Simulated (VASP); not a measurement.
# MgS in VASP: further runs, part 2 of 2

VASP 6.6.1. The steps go on from the part before.

## (4) Single point, PBEsol (atoms moved at random and the cell strained at random)

INCAR

```
SYSTEM = MgS
PREC = Accurate
ENCUT = 520
EDIFF = 1E-6
ISMEAR = 0
SIGMA = 0.02
LREAL = .False.
LASPH = .True.
NELM = 80
ALGO = Normal
ISIF = 2
LWAVE = .False.
LCHARG = .False.
GGA = PS
NBANDS = 11
```

KPOINTS

```
Automatic mesh
0
Gamma
  8 8 8
  0 0 0
```

POSCAR

```
MgS
1.0
    0.0148294050      2.5913214495      2.5793798760
    2.5704562165      0.0153497350      2.5788595460
    2.5816433115      2.6019882145      0.0041626400
Mg S
1 1
Direct
   -0.0104222320      0.0030922684     -0.0102415775
    0.5104222320      0.4969077316      0.5102415775
```

Potentials or basis: VASP PAW PBE potentials, release 64 (Mg, S).

Command:

```bash
$ cat potpaw_PBE.64/Mg/POTCAR potpaw_PBE.64/S/POTCAR > POTCAR
$ mpirun -np 1 vasp_std > vasp.out
```

OUTCAR:

```text
SYSTEM = MgS
   PREC = Accurate
   ENCUT = 520
   EDIFF = 1E-6
   ISMEAR = 0
   LREAL = .False.
   LASPH = .True.
   NELM = 80
   ISIF = 2
   GGA = PS

 ion  position               nearest neighbor table
   1  0.990  0.003  0.990-   2 2.48   2 2.53   2 2.54   2 2.61   2 2.62   2 2.70
   2  0.510  0.497  0.510-   1 2.48   1 2.53   1 2.54   1 2.61   1 2.62   1 2.70

  LATTYP: Found a triclinic cell.
 ALAT       =     3.6562777945
 B/A-ratio  =     1.4096522437
 C/A-ratio  =     0.9924346220
 COS(alpha) =     0.0002906952
 COS(beta)  =     0.5003768067
 COS(gamma) =     0.7061124053

  Lattice vectors:

 A1 = (  -0.0148294050,  -2.5913214495,  -2.5793798760)
 A2 = (  -0.0036423100,  -0.0046829700,  -5.1540767820)
 A3 = (   2.5556268115,  -2.5759717145,  -0.0005203300)

Analysis of symmetry for initial positions (statically):
=====================================================================
 Subroutine PRICEL returns:
 Original cell was already a primitive cell.

 Routine SETGRP: Setting up the symmetry group for a
 triclinic supercell.

 Subroutine GETGRP returns: Found  1 space group operations
 (whereof  1 operations were pure point group operations)
[... 177 lines left out ...]
      5       7.7220      0.00000
      6      11.6705      0.00000
      7      11.7617      0.00000
      8      11.8470      0.00000
      9      14.2547      0.00000
     10      14.3284      0.00000
     11      16.2495      0.00000
[... 309 lines left out ...]
 k-point    24 :       0.2500    0.3750    0.0000
  band No.  band energies     occupation
      1      -7.7330      2.00000
      2       0.3874      2.00000
      3       2.3851      2.00000
      4       2.5968      2.00000
      5       8.3317      0.00000
      6       9.5021      0.00000
      7      12.6016      0.00000
      8      13.7655      0.00000
      9      15.7339      0.00000
     10      16.9904      0.00000
     11      19.5792      0.00000

 [... further k-points ...]

------------------------ aborting loop because EDIFF is reached ----------------------------------------

  FORCE on cell =-STRESS in cart. coord.  units (eV):
  Direction    XX          YY          ZZ          XY          YZ          ZX
  --------------------------------------------------------------------------------------
  -------------------------------------------------------------------------------------
  Total        0.3260086      0.4092796      0.2394441     -0.1337224     -0.0375964     -0.0229308
  in kB       15.2394473     19.1319967     11.1929439     -6.2509242     -1.7574649     -1.0719116
  external PRESSURE =      15.1881293 kB  Pullay stress =       0.0000000 kB

 VOLUME and BASIS-vectors are now :
 -----------------------------------------------------------------------------
  energy-cutoff  :      520.00
  volume of cell :       34.27
      direct lattice vectors                 reciprocal lattice vectors
     0.014829405  2.591321450  2.579379876    -0.195775581  0.193934482  0.193983312
     2.570456216  0.015349735  2.578859546     0.195502230 -0.194284056  0.194059536
     2.581643312  2.601988214  0.004162640     0.193819692  0.192328168 -0.194332887

 POSITION                                       TOTAL-FORCE (eV/Angst)
 -----------------------------------------------------------------------------------
      2.57783      5.13970      2.56459         0.128215      0.340183      0.121291
      2.60211      2.65794      2.60015        -0.128215     -0.340183     -0.121291
 -----------------------------------------------------------------------------------
    total drift:                                0.000078      0.000177      0.000040

  FREE ENERGIE OF THE ION-ELECTRON SYSTEM (eV)
  ---------------------------------------------------
  free  energy   TOTEN  =        -9.0501438570 eV

  energy  without entropy=       -9.0501438570  energy(sigma->0) =       -9.05014386
```

OSZICAR:

```text
N       E                     dE             d eps       ncg     rms          rms(c)
DAV:   1     0.203327042096E+02    0.20333E+02   -0.36266E+03  6051   0.596E+02
DAV:   2    -0.809739453968E+01   -0.28430E+02   -0.26826E+02  7262   0.995E+01
DAV:   3    -0.941068787435E+01   -0.13133E+01   -0.13107E+01  7089   0.223E+01
DAV:   4    -0.941850234656E+01   -0.78145E-02   -0.78139E-02  6866   0.204E+00
DAV:   5    -0.941856449689E+01   -0.62150E-04   -0.62150E-04  7147   0.180E-01    0.425E+00
DAV:   6    -0.909426866971E+01    0.32430E+00   -0.67264E-01  6632   0.322E+00    0.321E+00
DAV:   7    -0.905283050082E+01    0.41438E-01   -0.18925E-01  6923   0.185E+00    0.198E+00
DAV:   8    -0.905037920638E+01    0.24513E-02   -0.10280E-02  6278   0.579E-01    0.762E-01
DAV:   9    -0.905014908317E+01    0.23012E-03   -0.57589E-04  6689   0.132E-01    0.290E-01
DAV:  10    -0.905014540226E+01    0.36809E-05   -0.15021E-04  6614   0.550E-02    0.299E-02
DAV:  11    -0.905014396124E+01    0.14410E-05   -0.46113E-06  6731   0.108E-02    0.116E-02
DAV:  12    -0.905014385704E+01    0.10419E-06   -0.32965E-07  3829   0.333E-03
   1 F= -.90501439E+01 E0= -.90501439E+01  d E =-.202355E-24
```

stdout:

```text
POSCAR found type information on POSCAR MgS
 POSCAR found :  2 types and       2 ions
 scaLAPACK will be used
 -----------------------------------------------------------------------------
|                                                                             |
|                                                                             |
|     You enforced a specific xc type in the INCAR file but a different       |
|     I HOPE YOU KNOW WHAT YOU ARE DOING!                                     |
|                                                                             |
 -----------------------------------------------------------------------------

 LDA part: xc-table for (Slater+PW92), standard interpolation
 POSCAR, INCAR and KPOINTS ok, starting setup
 FFT: planning ... GRIDC
 FFT: planning ... GRID_SOFT
 FFT: planning ... GRID
 WAVECAR not read
 entering main loop
```

Run time: 2.2 min. Hardware: 1 thread of Intel Xeon 8259CL, shared host; peak memory 0.24 GiB.

What came out:

```
Free energy            : -9.0501 eV
Pressure               : 1.5 GPa
Largest force          : 0.383 eV/Å
Band gap on the k mesh : 2.71 eV (least direct gap 3.77 eV)
```

Forces on the atoms (eV/Å):
```
Mg   0.128  0.340  0.121
S   -0.128 -0.340 -0.121
```

Stress tensor (GPa, compression positive):
```
 1.52 -0.63 -0.11
-0.63  1.91 -0.18
-0.11 -0.18  1.12
```

Levels at points of the mesh, in eV from the valence-band top:
```
           k point  band 1  band 2  band 3  band 4  band 5  band 6  band 7  band 8
(0.00, 0.00, 0.00)  -12.88   -0.08   -0.04    0.00    3.77    7.72    7.81    7.90
(0.50, 0.00, 0.00)  -11.47   -5.05   -0.71   -0.67    4.37    6.76    6.85   10.28
(0.00, 0.50, 0.00)  -11.47   -5.06   -0.71   -0.66    4.36    6.75    6.86   10.28
(0.50, 0.50, 0.00)  -11.08   -4.43   -1.87   -1.74    2.72    4.13   12.11   12.87
(0.00, 0.00, 0.50)  -11.49   -5.08   -0.67   -0.63    4.43    6.82    6.92   10.30
(0.50, 0.00, 0.50)  -11.10   -4.44   -1.80   -1.76    2.76    4.15   12.04   12.88
(0.00, 0.50, 0.50)  -11.07   -4.43   -1.84   -1.80    2.71    4.11   12.13   12.87
(0.50, 0.50, 0.50)  -11.50   -5.09   -0.66   -0.62    4.46    6.84    6.93   10.31
```

Caveat: the cell differs from its parent crystal (atoms moved at random and the cell strained at random); the PAW data sets were made with another functional, which shifts forces and pressure a little. A k mesh can miss the band edges.

## (5) Overview

```tsv
cell	gap on the mesh (eV)	pressure (GPa)	largest force (eV/Å)
a = 3.796 Å, angles 60.0°, 2 atoms, atomic positions A	2.51	-6.9	-
a = 3.712, b = 3.813, c = 3.750 Å, angles 58.8, 60.5, 59.8°, 2 atoms, atomic positions B	2.39	-4.6	0.12
a = 3.656, b = 3.641, c = 3.665 Å, angles 59.9, 59.6, 59.6°, 2 atoms, atomic positions C	2.71	1.5	0.38
```

Alike in all rows: task single point; level PBEsol; potentials or basis VASP PAW PBE potentials, release 64 (Mg, S); no spin polarisation; k mesh 8 × 8 × 8; cutoff (eV) 520; smearing gaussian 0.02 eV.

Caveats: the PAW data sets were made with another functional, which shifts forces and pressure a little; the cell stands under tension (at least some runs).

Total energies depend on the potentials used, so only differences within one code and one set of settings carry meaning.
